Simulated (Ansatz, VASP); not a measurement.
# As: VASP beside Ansatz

Contents of INCAR:

```
ALGO = Normal ; EDIFF = 1E-6
ENCUT = 520 ; GGA = PS
ISIF = 2 ; ISMEAR = 0
LASPH = True ; LCHARG = False
LREAL = False ; LWAVE = False
NBANDS = 12 ; NELM = 80
PREC = Accurate ; SIGMA = 0.15
```

The input KPOINTS:

```
k-points
0
Gamma
  18 18 18
```

POSCAR

```
As
1.0
    2.0677244033      1.1938012408      3.4857700000
   -2.0677244033      1.1938012408      3.4857700000
    0.0000000000     -2.3876024817      3.4857700000
As
2
Direct
    0.2275400000      0.2275400000      0.2275400000
    0.7724600000      0.7724600000      0.7724600000
```

Input for Ansatz:

```yaml
crystal:
  lattice:
    - [2.0677244033, 1.1938012408, 3.48577]
    - [-2.0677244033, 1.1938012408, 3.48577]
    - [0.0, -2.3876024817, 3.48577]
  atoms:
    - { symbol: As, position: [0.22754, 0.22754, 0.22754] }
    - { symbol: As, position: [0.77246, 0.77246, 0.77246] }
basis:
  ecutwfc: 420
kpoints:
  mp_grid: { grid: [18, 18, 18] }
hamiltonian:
  xc: pbesol
scf:
  occupations: { method: gaussian, width: 0.15 }
output:
  forces: true
  stress: true
  eigenvalues: true
```

Change from the starting cell: strain +0.1000 x Voigt [1, 1, 0, 0, 0, 0], atoms carried along.

Alike in both runs: task single point; functional PBEsol; k mesh 18 × 18 × 18; occupations gaussian, width 0.15 eV; no spin polarisation.

```csv
,VASP,Ansatz
version,VASP 6.6.1,Ansatz 0.2.0
potentials or method,"VASP PAW PBE potentials, release 64 (As), cutoff 520 eV","scalar-relativistic, plane waves, PAW"
valence electrons in the cell,10,30
```

VASP gave:

| Quantity | Value |
| --- | --- |
| gap on the k mesh at the Fermi level (eV) | none |
| pressure (GPa) | -10.6 |
| traceless stress, the component that is largest in VASP (GPa) | 4.55 |
| rms of the force components (eV/Å) | 0.278 |

Problem. What did Ansatz give for the same quantities?

Solution. gap on the k mesh at the Fermi level (eV): none; pressure (GPa): -10.7; traceless stress, the component that is largest in VASP (GPa): 4.60; rms of the force components (eV/Å): 0.290.

VASP's potentials were made for PBE, not for PBEsol. Atom by atom the forces differ by 0.012 eV/Å (rms over components). A gap of «none» marks a metal or a gap that the smearing closes. VASP's potentials hold 10 valence electrons a cell and Ansatz's 30, so a difference there can come from the potentials and not from the codes.
